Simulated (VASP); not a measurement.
# Si13C12 in VASP: notebook

Si13C12 is run at these levels: PBE; tasks: single point.

All numbers are computed with VASP 6.6.1; they aren't measurements. Logs are shortened: lines on timing, memory, paths and dates and some standing lists are left out, and cuts for length are marked.

## 1. The cell of the first run

The cell holds a slab with vacuum, 25 atoms: a = 6.193 Å, b = 6.193 Å, c = 21.114 Å, α = 90.00°, β = 90.00°, γ = 120.00°.

## 2. Single point, PBE, collinear spin

Input file INCAR:

```
SYSTEM = Si13C12
PREC = Accurate
ENCUT = 520
EDIFF = 1E-6
ISMEAR = 0
SIGMA = 0.05
LREAL = Auto
LASPH = .True.
NELM = 150
ALGO = Normal
ISIF = 2
LWAVE = .False.
LCHARG = .False.
ISPIN = 2
MAGMOM = 0 0 0 0 0 0 0 0 0 0 0 0 0 0 0 0 0 0 0 0 0 0 0 0 2
LORBIT = 11
LDIPOL = .True.
IDIPOL = 3
DIPOL = 0.5 0.5 0.332
GGA = PE
NBANDS = 72
```

Input file KPOINTS:

```
regular mesh
0
Gamma
  6 6 1
  0 0 0
```

Input file POSCAR:

```
Si13C12
1.0
    6.1934779671      0.0000000000      0.0000000000
   -3.0967389835      5.3637092573      0.0000000000
    0.0000000000      0.0000000000     21.1135571647
C Si
12 13
Direct
    0.0000000000      0.0000000000      0.1894517333
    0.0000000000      0.5000000000      0.1894517333
    0.5000000000      0.0000000000      0.1894517333
    0.5000000000      0.5000000000      0.1894517333
    0.1666666667      0.3333333333      0.3092078110
    0.1666666667      0.8333333333      0.3092078110
    0.6666666667      0.3333333333      0.3092078110
    0.6666666667      0.8333333333      0.3092078110
    0.3333333333      0.1666666667      0.4307637247
    0.3333333333      0.6666666667      0.4307637247
    0.8333333333      0.1666666667      0.4307637247
    0.8333333333      0.6666666667      0.4307637247
    0.1666666667      0.3333333333      0.2193907527
    0.1666666667      0.8333333333      0.2193907527
    0.6666666667      0.3333333333      0.2193907527
    0.6666666667      0.8333333333      0.2193907527
    0.3333333333      0.1666666667      0.3368741971
    0.3333333333      0.6666666667      0.3368741971
    0.8333333333      0.1666666667      0.3368741971
    0.8333333333      0.6666666667      0.3368741971
    0.0000000000      0.0000000000      0.4553262669
    0.0000000000      0.5000000000      0.4553262669
    0.5000000000      0.0000000000      0.4553262669
    0.5000000000      0.5000000000      0.4553262669
    0.3333333333      0.1666666667      0.5348991228
```

Potentials or basis: VASP PAW PBE potentials, release 64 (C, Si).

Command:

```
$ cat potpaw_PBE.64/C/POTCAR potpaw_PBE.64/Si/POTCAR > POTCAR
$ mpirun -np 1 vasp_std > vasp.out
```

OUTCAR:

```text
SYSTEM = Si13C12
   PREC = Accurate
   ENCUT = 520
   EDIFF = 1E-6
   ISMEAR = 0
   LREAL = Auto
   LASPH = .True.
   NELM = 150
   ISIF = 2
   ISPIN = 2
   LORBIT = 11
   GGA = PE

 ion  position               nearest neighbor table
   1  0.000  0.000  0.189-  13 1.90  16 1.90  14 1.90
   2  0.000  0.500  0.189-  14 1.90  15 1.90  13 1.90
   3  0.500  0.000  0.189-  15 1.90  14 1.90  16 1.90
   4  0.500  0.500  0.189-  16 1.90  13 1.90  15 1.90
   5  0.167  0.333  0.309-  17 1.88  18 1.88  19 1.88  13 1.90
   6  0.167  0.833  0.309-  18 1.88  17 1.88  20 1.88  14 1.90
   7  0.667  0.333  0.309-  19 1.88  20 1.88  17 1.88  15 1.90
   8  0.667  0.833  0.309-  20 1.88  19 1.88  18 1.88  16 1.90
   9  0.333  0.167  0.431-  24 1.86  21 1.86  23 1.86  17 1.98  25 2.20
  10  0.333  0.667  0.431-  23 1.86  22 1.86  24 1.86  18 1.98
  11  0.833  0.167  0.431-  22 1.86  23 1.86  21 1.86  19 1.98
  12  0.833  0.667  0.431-  21 1.86  24 1.86  22 1.86  20 1.98
  13  0.167  0.333  0.219-   1 1.90   4 1.90   2 1.90   5 1.90  17 3.06  18 3.06  19 3.06  14 3.10
                            14 3.10  15 3.10  15 3.10  16 3.10  16 3.10
  14  0.167  0.833  0.219-   2 1.90   3 1.90   1 1.90   6 1.90  18 3.06  17 3.06  20 3.06  13 3.10
                            13 3.10  16 3.10  16 3.10  15 3.10  15 3.10
  15  0.667  0.333  0.219-   3 1.90   2 1.90   4 1.90   7 1.90  19 3.06  20 3.06  17 3.06  16 3.10
                            16 3.10  13 3.10  13 3.10  14 3.10  14 3.10
  16  0.667  0.833  0.219-   4 1.90   1 1.90   3 1.90   8 1.90  20 3.06  19 3.06  18 3.06  15 3.10
                            15 3.10  14 3.10  14 3.10  13 3.10  13 3.10
  17  0.333  0.167  0.337-   5 1.88   6 1.88   7 1.88   9 1.98  13 3.06  14 3.06  15 3.06  24 3.07
                            21 3.07  23 3.07  18 3.10  18 3.10  19 3.10  19 3.10  20 3.10  20 3.10
  18  0.333  0.667  0.337-   6 1.88   5 1.88   8 1.88  10 1.98  14 3.06  13 3.06  16 3.06  23 3.07
                            22 3.07  24 3.07  17 3.10  17 3.10  20 3.10  20 3.10  19 3.10  19 3.10
  19  0.833  0.167  0.337-   7 1.88   8 1.88   5 1.88  11 1.98  15 3.06  16 3.06  13 3.06  22 3.07
                            23 3.07  21 3.07  20 3.10  20 3.10  17 3.10  17 3.10  18 3.10  18 3.10
  20  0.833  0.667  0.337-   8 1.88   7 1.88   6 1.88  12 1.98  16 3.06  15 3.06  14 3.06  21 3.07
                            24 3.07  22 3.07  19 3.10  19 3.10  18 3.10  18 3.10  17 3.10  17 3.10
  21  0.000  0.000  0.455-  12 1.86   9 1.86  11 1.86  25 2.45  20 3.07  17 3.07  19 3.07  22 3.10
                            22 3.10  23 3.10  23 3.10  24 3.10  24 3.10
  22  0.000  0.500  0.455-  11 1.86  10 1.86  12 1.86  19 3.07  18 3.07  20 3.07  21 3.10  21 3.10
                            24 3.10  24 3.10  23 3.10  23 3.10
  23  0.500  0.000  0.455-  10 1.86  11 1.86   9 1.86  25 2.45  18 3.07  19 3.07  17 3.07  24 3.10
                            24 3.10  21 3.10  21 3.10  22 3.10  22 3.10
  24  0.500  0.500  0.455-   9 1.86  12 1.86  10 1.86  25 2.45  17 3.07  20 3.07  18 3.07  23 3.10
                            23 3.10  22 3.10  22 3.10  21 3.10  21 3.10
  25  0.333  0.167  0.535-   9 2.20  24 2.45  21 2.45  23 2.45

  LATTYP: Found a hexagonal cell.
 ALAT       =     6.1934779671
 C/A-ratio  =     3.4089985105

  Lattice vectors:

 A1 = (   6.1934779671,   0.0000000000,   0.0000000000)
 A2 = (  -3.0967389835,   5.3637092573,   0.0000000000)
 A3 = (   0.0000000000,   0.0000000000,  21.1135571647)

Analysis of symmetry for initial positions (statically):
=====================================================================
 Subroutine PRICEL returns:
 Original cell was already a primitive cell.

 Routine SETGRP: Setting up the symmetry group for a
 hexagonal supercell.

 Subroutine GETGRP returns: Found  6 space group operations
 (whereof  2 operations were pure point group operations)
 out of a pool of 24 trial point group operations.

The static configuration has the point symmetry C_1h.
 The point group associated with its full space group is C_3v.

Analysis of symmetry for dynamics (positions and initial velocities):
=====================================================================
 Subroutine PRICEL returns:
 Original cell was already a primitive cell.

 Routine SETGRP: Setting up the symmetry group for a
 hexagonal supercell.

 Subroutine GETGRP returns: Found  6 space group operations
 (whereof  2 operations were pure point group operations)
 out of a pool of 24 trial point group operations.

The dynamic configuration has the point symmetry C_1h.
 The point group associated with its full space group is C_3v.

Analysis of structural, dynamic, and magnetic symmetry:
[... 138 lines left out ...]
   ENCUT  =  520.0 eV  38.22 Ry    6.18 a.u.  11.52 11.52 39.26*2*pi/ulx,y,z
   NELM   =    150;   NELMIN=  2; NELMDL= -5     # of ELM steps
   EDIFF  = 0.1E-05   stopping-criterion for ELM
   LREAL  =      T    real-space projection
   EDIFFG = 0.1E-04   stopping-criterion for IOM
   NSW    =      0    number of steps for IOM
   IBRION =     -1    ionic relax: 0-MD 1-quasi-New 2-CG
   NFREE  =      0    steps in history (QN), initial steepest desc. (CG)
   ISIF   =      2    stress and relaxation
   ISYM   =      2    0-nonsym 1-usesym 2-fastsym
   POTIM  = 0.5000    time-step for ionic-motion
   TEBEG  =    0.0;   TEEND  =   0.0 temperature during run
   PSTRESS=    0.0 pullay stress
   NELECT =     100.0000    total number of electrons
   NUPDOWN=      -1.0000    fix difference up-down
   EMIN   =  10.00;   EMAX   =-10.00  energy-range for DOS
   EFERMI =   0.00;   METHOD = LEGACY
   ISMEAR =     0;   SIGMA  =   0.05  broadening in eV -4-tet -1-fermi 0-gaus
   EFERMI_NEDOS =   21; number of points for ismear=-14 and -15
   IALGO  =     38    algorithm
   IMIX   =      4    mixing-type and parameters
     AMIX     =   0.40;   BMIX     =  1.00
     AMIX_MAG =   1.60;   BMIX_MAG =  1.00
  volume/ion in A,a.u.               =      28.06       189.33
  Fermi-wavevector in a.u.,A,eV,Ry     =   0.855240  1.616168  9.951772  0.731435
  Thomas-Fermi vector in A             =   1.971959
   LORBIT       =     11    0 simple, 1 ext, 2 COOP (PROOUT), +10 PAW based schemes
   GGA     = PE    functional components
   LHFCALC =     F    Hartree Fock is set to
   AEXX    =    0.0000 exact exchange contribution
   IVDW    =     0    specifies the selected vdW correction
   LEPSILON=     F    determine dielectric tensor
   LRPA    =     F    only Hartree local field effects (RPA)
 spin polarized calculation
 Gauss-broadening in eV      SIGMA  =   0.05
  energy-cutoff  :      520.00
  volume of cell :      701.39
 maximum number of plane-waves:     18938
 NGX is ok and might be reduce to    48
   NGX = 23   NGY = 23   NGZ = 79

 dipolmoment           0.000000      0.000000      0.388993 electrons x Angstroem

 number of electron     100.0000002 magnetization       3.9998681

 dipolmoment           0.000000      0.000000     -0.389869 electrons x Angstroem

 Free energy of the ion-electron system (eV)
  ---------------------------------------------------
  ext. energy  EPLUGINS =         0.00000000
  ---------------------------------------------------
  free energy    TOTEN  =      -171.96885263 eV

  energy without entropy =     -171.96047985  energy(sigma->0) =     -171.96466624

 E-fermi :   0.4599     XC(G=0):  -5.1285

 val. band max:        0.4256141539   @ k =   0.0000   0.0000   0.0000
 cond. band min:       0.4733535136   @ k =   0.3333   0.0000   0.0000
 fundamental gap:      0.0477393598
 Fermi energy:         0.4598655897

 spin component 1

 k-point     1 :       0.0000    0.0000    0.0000
  band No.  band energies     occupation
      1     -16.2519      1.00000
      2     -14.9643      1.00000
      3     -13.4767      1.00000
      4     -12.9169      1.00000
      5     -12.9169      1.00000
      6     -12.6987      1.00000
[... 444 lines left out ...]
     61       4.1470      0.00000
     62       4.4285      0.00000
 Fermi energy:         0.4598655897

 spin component 2

 k-point     1 :       0.0000    0.0000    0.0000
  band No.  band energies     occupation
      1     -16.1985      1.00000
      2     -14.8586      1.00000
      3     -13.4212      1.00000
      4     -12.8607      1.00000
      5     -12.8607      1.00000
      6     -12.3663      1.00000
[... 444 lines left out ...]
     61       4.2662      0.00000
     62       4.5288      0.00000
 [bands above 62 left out]

------------------------ aborting loop because EDIFF is reached ----------------------------------------

 vacuum level on the upper side and lower side of the slab       (xc-potential included)        -1.034         1.037

  FORCE on cell =-STRESS in cart. coord.  units (eV):
  Direction    XX          YY          ZZ          XY          YZ          ZX
  --------------------------------------------------------------------------------------
  -------------------------------------------------------------------------------------
  Total        1.3492731      1.3492731     -0.5094518      0.0000000      0.0000000      0.0000000
  in kB        3.0821176      3.0821176     -1.1637306      0.0000000      0.0000000      0.0000000
  external PRESSURE =       1.6668348 kB  Pullay stress =       0.0000000 kB

 VOLUME and BASIS-vectors are now :
 -----------------------------------------------------------------------------
  energy-cutoff  :      520.00
  volume of cell :      701.39
      direct lattice vectors                 reciprocal lattice vectors
     6.193477967  0.000000000  0.000000000     0.161460169  0.093219072  0.000000000
    -3.096738983  5.363709257  0.000000000     0.000000000  0.186438144  0.000000000
     0.000000000  0.000000000 21.113557165     0.000000000  0.000000000  0.047362933

 POSITION                                       TOTAL-FORCE (eV/Angst)
 -----------------------------------------------------------------------------------
      0.00000      0.00000      4.00000        -0.024841     -0.014342      2.650722
     -1.54837      2.68185      4.00000         0.000000     -0.000000      2.630572
      3.09674      0.00000      4.00000         0.024841     -0.014342      2.650722
      1.54837      2.68185      4.00000         0.000000      0.028684      2.650722
      0.00000      1.78790      6.52848         0.097996     -0.056578      0.889755
     -1.54837      4.46976      6.52848         0.000000      0.113156      0.889755
[... 17 lines left out ...]
      1.54837      2.68185      9.61356         0.000000      0.244277      0.957705
      1.54837      0.89395     11.29362         0.000000      0.000000     -0.187656
 -----------------------------------------------------------------------------------
    total drift:                               -0.000000      0.000000      0.003012

  FREE ENERGIE OF THE ION-ELECTRON SYSTEM (eV)
  ---------------------------------------------------
  free  energy   TOTEN  =      -171.9688526319 eV

  energy  without entropy=     -171.9604798510  energy(sigma->0) =     -171.96466624

 vacuum level on the upper side and lower side of the slab         4.301         6.424

 total charge

# of ion       s       p       d       tot
------------------------------------------
    1        0.862   1.530   0.000   2.392
    2        0.863   1.529   0.000   2.392
    3        0.862   1.530   0.000   2.392
    4        0.862   1.530   0.000   2.392
    5        0.846   1.692   0.000   2.539
    6        0.846   1.692   0.000   2.539
[... 17 lines left out ...]
   24        0.718   0.963   0.000   1.681
   25        0.859   0.732   0.000   1.591
--------------------------------------------------
tot         19.639  31.770   0.000  51.409

 magnetization (x)

# of ion       s       p       d       tot
------------------------------------------
    1        0.047   0.304   0.000   0.351
    2        0.046   0.286   0.000   0.331
    3        0.047   0.304   0.000   0.351
    4        0.047   0.304   0.000   0.351
    5        0.005   0.038   0.000   0.043
    6        0.005   0.038   0.000   0.043
[... 17 lines left out ...]
   24        0.001  -0.001   0.000   0.000
   25       -0.003  -0.006   0.000  -0.009
--------------------------------------------------
tot          0.255   1.565   0.000   1.820
```

Run time: 63 min. Hardware: 1 thread of Oxide Virtual Turin-like, shared host; peak memory 1.2 GiB.

Results:

| Item | Value |
| --- | --- |
| Free energy | -171.9689 eV |
| Largest force | 3.494 eV/Å |
| Band gap on the k mesh | zero (filled and empty bands overlap) |
| Net moment | 4.00 μB per cell |
| Site moments | C +0.35, +0.33, +0.04, +0.07, +0.00, +0.02 (each value once); Si -0.01, +0.00, +0.01, +0.18 (each value once) μB |
| Valence electrons inside the program's atomic spheres | C 2.39, 2.54, 2.51 (each value once); Si 1.67, 1.64, 1.65, 1.68, 1.69, 1.59 (each value once) |

Forces on the atoms (eV/Å):
```
C   -0.025 -0.014  2.651
C    0.000  0.000  2.631
C    0.025 -0.014  2.651
C    0.000  0.029  2.651
C    0.098 -0.057  0.890
C    0.000  0.113  0.890
C   -0.098 -0.057  0.890
C    0.000  0.000  0.520
C    0.000  0.000 -2.534
C    0.020  0.011 -0.670
C    0.000 -0.023 -0.670
C   -0.020  0.011 -0.670
Si  -0.019  0.011 -3.494
Si   0.000 -0.022 -3.494
Si   0.019  0.011 -3.494
Si   0.000  0.000 -3.464
Si   0.000  0.000 -0.004
Si  -0.014 -0.008  0.381
Si   0.000  0.017  0.381
Si   0.014 -0.008  0.381
Si  -0.212 -0.122  0.958
Si   0.000  0.000  0.894
Si   0.212 -0.122  0.958
Si   0.000  0.244  0.958
Si   0.000  0.000 -0.188
```

## 3. Single point, PBE, collinear spin

Input file INCAR:

```
SYSTEM = Si13C12
PREC = Accurate
ENCUT = 520
EDIFF = 1E-6
ISMEAR = 0
SIGMA = 0.05
LREAL = Auto
LASPH = .TRUE.
NELM = 150
ALGO = Normal
ISIF = 2
LWAVE = .FALSE.
LCHARG = .FALSE.
ISPIN = 2
MAGMOM = 0 0 0 0 0 0 0 0 0 0 0 0 0 0 0 0 0 0 0 0 0 0 0 0 2
LORBIT = 11
LDIPOL = .TRUE.
IDIPOL = 3
DIPOL = 0.5 0.5 0.333
GGA = PE
NBANDS = 72
```

Input file KPOINTS:

```
regular mesh
0
G
  6 6 1
  0 0 0
```

POSCAR, as its differences from that of step 2:

```diff
@@ -32,2 +32,2 @@
     0.5000000000      0.5000000000      0.4553262669
-    0.3333333333      0.1666666667      0.5348991228
+    0.0000000000      0.0000000000      0.5649438885
```

Potentials or basis: VASP PAW PBE potentials, release 64 (C, Si).

Command:

```
$ cat potpaw_PBE.64/C/POTCAR potpaw_PBE.64/Si/POTCAR > POTCAR
$ mpirun -np 1 vasp_std > vasp.out
```

It took 40 min on 1 thread of Oxide Virtual Turin-like, shared host; peak memory 1.2 GiB.

Results (log left out):

```
Free energy                                           : -169.7431 eV
Largest force                                         : 3.305 eV/Å
Net moment                                            : -0.13 μB per cell
Site moments                                          : C +0.35, -0.34, -0.01, -0.05, +0.02 (each value once); Si +0.01, -0.00, +0.11, +0.04 (each value once) μB
Valence electrons inside the program's atomic spheres : C 2.39, 2.54, 2.52 (each value once); Si 1.67, 1.66, 1.65, 1.73, 1.54 (each value once)
```

Forces on the atoms (eV/Å):
```
C    0.000  0.000  2.593
C    0.024  0.014  2.571
C    0.000 -0.028  2.571
C   -0.024  0.014  2.571
C    0.000 -0.080  0.518
C   -0.069  0.040  0.518
C    0.000  0.000  0.426
C    0.069  0.040  0.518
C    0.345  0.199 -1.149
C    0.000  0.000 -0.957
C   -0.345  0.199 -1.149
C    0.000 -0.399 -1.149
Si   0.000  0.108 -3.303
Si   0.094 -0.054 -3.303
Si   0.000  0.000 -3.271
Si  -0.094 -0.054 -3.303
Si   0.228  0.132  0.467
Si   0.000  0.000  0.621
Si  -0.228  0.132  0.467
Si   0.000 -0.264  0.467
Si   0.000  0.000  1.393
Si   0.159  0.092  0.550
Si   0.000 -0.184  0.550
Si  -0.159  0.092  0.550
Si   0.000  0.000  0.234
```

Levels at points of the mesh, in eV from the Fermi level:
Spin up:
```csv
k point,band 46,band 47,band 48,band 49,band 50,band 51,band 52,band 53,band 54,band 55
"(0.00, 0.00, 0.00)",-0.61,-0.61,-0.24,-0.02,-0.02,0.31,0.31,0.62,0.85,0.85
"(0.50, 0.00, 0.00)",-0.89,-0.80,-0.47,-0.38,0.01,0.40,0.50,0.56,0.94,1.44
```
Spin down:
| k point | band 48 | band 49 | band 50 | band 51 | band 52 | band 53 |
| --- | --- | --- | --- | --- | --- | --- |
| (0.00, 0.00, 0.00) | -0.20 | -0.20 | -0.16 | -0.16 | 0.35 | 0.79 |
| (0.50, 0.00, 0.00) | -0.87 | -0.81 | -0.07 | 0.13 | 0.51 | 0.76 |

The gap in the log of VASP goes by the Fermi energy; the results here count the filled bands.